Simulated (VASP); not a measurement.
Here is a VASP 6.6.1 calculation.

INCAR

```
  PREC = Accurate
  ENCUT = 520
  EDIFF = 1E-6
  ISMEAR = -5
  SIGMA = 0.05
  LREAL = F
  LASPH = T
  NELM = 100
  ALGO = Fast
  ISIF = 2
  LWAVE = F
  LCHARG = F
  GGA = PS
  NBANDS = 12
```

Contents of KPOINTS:

```
Automatic mesh
0
Gamma
  10 10 10
```

POSCAR

```
Sc
1.0
    0.0000000000      2.2448317577      2.2448317577
    2.2448317577      0.0000000000      2.2448317577
    2.2448317577      2.2448317577      0.0000000000
Sc
1
Direct
    0.0000000000      0.0000000000      0.0000000000
```

Potentials or basis: VASP PAW PBE potentials, release 64 (Sc_sv).

The run is started by

```bash
$ cat potpaw_PBE.64/Sc_sv/POTCAR > POTCAR
$ mpirun -np 1 vasp_std > vasp.out
```

(1) Predict the pressure.

## Answers

(1) 2.4 GPa.

Caveat: the PAW data sets were made with another functional, which shifts forces and pressure a little; tetrahedron occupations give inexact forces and stress in metals.
